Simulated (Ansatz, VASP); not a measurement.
## Two plane-wave programs on AlN

INCAR

```
SYSTEM = AlN
PREC = Accurate
ENCUT = 520
EDIFF = 1E-6
ISMEAR = 0
SIGMA = 0.05
LREAL = .FALSE.
LASPH = .TRUE.
NELM = 60
ALGO = Normal
ISIF = 2
LWAVE = .FALSE.
LCHARG = .FALSE.
NBANDS = 16
```

KPOINTS

```
Automatic mesh
0
G
  9 9 6
  0 0 0
```

File POSCAR:

```
AlN
1.0
    3.3305662437      0.0000000000      0.0000000000
   -1.6652831218      2.8843549760      0.0000000000
    0.0000000000      0.0000000000      4.1691689022
Al N
2 2
Direct
    0.3333333333      0.6666666667      0.7500000000
    0.6666666667      0.3333333333      0.2500000000
    0.3333333333      0.6666666667      0.2500000000
    0.6666666667      0.3333333333      0.7500000000
```

Input for Ansatz:

```yaml
crystal:
  lattice:
    - [3.3305662437, 0.0, 0.0]
    - [-1.6652831218, 2.884354976, 0.0]
    - [0.0, 0.0, 4.1691689022]
  atoms:
    - { symbol: Al, position: [0.3333333333, 0.6666666667, 0.75] }
    - { symbol: Al, position: [0.6666666667, 0.3333333333, 0.25] }
    - { symbol: "N", position: [0.3333333333, 0.6666666667, 0.25] }
    - { symbol: "N", position: [0.6666666667, 0.3333333333, 0.75] }
basis:
  ecutwfc: 520.0
kpoints:
  mp_grid: { grid: [9, 9, 6] }
hamiltonian:
  xc: lda
  pseudopotentials: { kind: paw, azcp: { folder: soft_1 } }
scf:
  occupations: { method: gaussian, width: 0.05 }
output:
  forces: true
  stress: true
  eigenvalues: true
```

Change from the starting cell: mode 4 frozen in at +0.000 Å, equal normal strain along x, y and z +0.0167.

Alike in both runs: task single point; functional LDA; k mesh 9 × 9 × 6; occupations gaussian, width 0.05 eV; no spin polarisation.

|  | VASP | Ansatz |
| --- | --- | --- |
| version | VASP 6.6.1 | Ansatz 0.2.0 |
| potentials or method | VASP PAW LDA potentials, release 64 (Al, N), cutoff 520 eV | scalar-relativistic, plane waves, PAW |
| valence electrons in the cell | 16 | 16 |

|  | VASP | Ansatz | Ansatz less VASP |
| --- | --- | --- | --- |
| gap on the k mesh at the Fermi level (eV) | 3.26 | 3.25 | -0.008 |
| least direct gap on the mesh (eV) | 3.26 | 3.25 | -0.008 |
| pressure (GPa) | -9.8 | -10.2 | -0.47 |
| traceless stress, the component that is largest in VASP (GPa) | 0.94 | 1.08 | +0.139 |

Ansatz warns that its potentials were made for another functional, while VASP's fit it. LDA's correlation is that of Perdew and Zunger in VASP and of Perdew and Wang (1992) in Ansatz.
